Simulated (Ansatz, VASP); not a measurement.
## Two plane-wave programs on AlCu3

```xyz
4
Lattice="0.0000 2.8835 2.8835 2.8835 0.0000 2.8835 2.8835 2.8835 0.0000" Properties=species:S:1:pos:R:3 pbc="T T T"
Al   -0.2000    0.0000    0.0000
Cu    2.8709    2.8835    2.8835
Cu    1.4905    1.4417    1.4417
Cu    4.3739    4.3252    4.3252
```

Change from the starting cell: mode 10 (297.4 1/cm) frozen in, largest displacement -0.200 Å.

Alike in both runs: task single point; functional PBEsol; k mesh 14 × 14 × 14; occupations gaussian, width 0.15 eV; no spin polarisation.

|  | VASP | Ansatz |
| --- | --- | --- |
| version | VASP 6.6.1 | Ansatz 0.2.0 |
| potentials or method | VASP PAW PBE potentials, release 64 (Al, Cu), cutoff 520 eV | scalar-relativistic, plane waves, PAW |
| valence electrons in the cell | 36 | 60 |

Ansatz gave:

| Property | Result |
| --- | --- |
| gap on the k mesh at the Fermi level (eV) | none |
| pressure (GPa) | 2.4 |
| traceless stress, the component that is largest in VASP (GPa) | -1.21 |
| rms of the force components (eV/Å) | 0.653 |

Question: Which values does VASP return?

Answer: gap on the k mesh at the Fermi level (eV): none; pressure (GPa): 3.0; traceless stress, the component that is largest in VASP (GPa): -1.22; rms of the force components (eV/Å): 0.656.

VASP's potentials were made for PBE, not for PBEsol. Atom by atom the forces differ by 0.004 eV/Å (rms over components). A gap of «none» marks a metal or a gap that the smearing closes. The functional is the same, so the differences come from potentials, cutoffs and numerics. VASP's potentials hold 36 valence electrons a cell and Ansatz's 60, so a difference there can come from the potentials and not from the codes.
